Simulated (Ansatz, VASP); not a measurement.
# One calculation of NbGaSe3, two programs

```
Nb Ga Se
1.0
     4.87613    0.00000    0.00000
     0.00000    4.87613    0.00000
     0.00000    0.00000    4.87613
Nb Ga Se
1 1 3
Direct
  0.00000 0.00000 0.00000
  0.50000 0.50000 0.50000
  0.00000 0.50000 0.50000
  0.50000 0.00000 0.50000
  0.50000 0.50000 0.00000
```

Change from the starting cell: species swapped into the KCuCl3 type (Pm-3m, No. 221).

Alike in both runs: functional PBE; k mesh 4 × 4 × 4; occupations gaussian, width 0.1 eV; collinear spin.

Ansatz relaxed the structure, and its values are those at the end. VASP's run is a single point on that final structure, the one shown.

|  | VASP | Ansatz |
| --- | --- | --- |
| version | VASP 6.6.1 | Ansatz 0.2.0 |
| potentials or method | VASP PAW PBE potentials, release 64 (Nb_sv, Ga_d, Se), cutoff 520 eV | scalar-relativistic, plane waves, PAW |
| valence electrons in the cell | 44 | 74 |

Ansatz gave:

```
gap on the k mesh at the Fermi level (eV)                     : none
pressure (GPa)                                                : 0.0
net moment per atom (μB)                                      : 0.40
size of the moment on the site where the two differ most (μB) : 2.30
```

Q: Estimate VASP's values.

A: gap on the k mesh at the Fermi level (eV): none; pressure (GPa): 0.1; net moment per atom (μB): 0.40; size of the moment on the site where the two differ most (μB): 1.97.

Site moments also hang on the region over which each program counts them. A gap of «none» marks a metal or a gap that the smearing closes. VASP's potentials hold 44 valence electrons a cell and Ansatz's 74, so a difference there can come from the potentials and not from the codes. Ansatz's warnings: no starting moments.
